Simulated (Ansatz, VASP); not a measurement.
## Two plane-wave programs on TiAl

```
CELL_PARAMETERS angstrom
2.83948 0.00000 0.00000
-1.41974 2.45906 0.00000
0.00000 0.00000 4.21172
ATOMIC_POSITIONS crystal
Ti 0.00000 0.00000 0.00000
Al 0.33333 0.66667 0.50000
```

Alike in both runs: task single point; functional PBE; k mesh 18 × 18 × 10; occupations gaussian, width 0.1 eV; no spin polarisation.

|  | VASP | Ansatz |
| --- | --- | --- |
| version | VASP 6.6.1 | Ansatz 0.2.0 |
| potentials or method | VASP PAW PBE potentials, release 64 (Ti_sv, Al), cutoff 520 eV | scalar-relativistic, plane waves, PAW |
| valence electrons in the cell | 15 | 15 |

```csv
,VASP,Ansatz,Ansatz less VASP
gap on the k mesh at the Fermi level (eV),none,none,-
pressure (GPa),19.5,19.7,+0.12
"traceless stress, the component that is largest in VASP (GPa)",11.12,11.09,-0.032
```

A gap of «none» marks a metal or a gap that the smearing closes.
